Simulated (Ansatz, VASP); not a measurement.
# GaAs: VASP beside Ansatz

```xyz
2
Lattice="0.0000 2.8268 2.8268 2.8268 0.0000 2.8268 2.8268 2.8268 0.0000" Properties=species:S:1:pos:R:3 pbc="T T T"
Ga    0.0000    0.0000    0.0000
As    1.4134    1.4134    1.4134
```

Alike in both runs: task relaxation of cell and atoms; functional revPBE; dispersion D3(BJ); k mesh 6 × 6 × 6; no spin polarisation.

|  | VASP | Ansatz |
| --- | --- | --- |
| version | VASP 6.6.1 | Ansatz 0.2.0 |
| potentials or method | VASP PAW PBE potentials, release 64 (Ga_d, As), cutoff 600 eV | plane waves, PAW |
| occupations | gaussian, width 0.01 eV | fixed |
| valence electrons in the cell | 18 | 28 |

Ansatz gave:

```
relaxed volume (Å³/atom)                                     : 22.55
relaxed cell length with the largest relative difference (Å) : 3.995
```

Question: Which values does VASP return?

Answer: Relaxed volume (Å³/atom): 22.59; relaxed cell length with the largest relative difference (Å): 3.998.

VASP's potentials were made for PBE, not for revPBE. VASP's potentials hold 18 valence electrons a cell and Ansatz's 28, so a difference there can come from the potentials and not from the codes.

Noted on VASP's run: the relaxation stopped at its first step, so nothing moved.
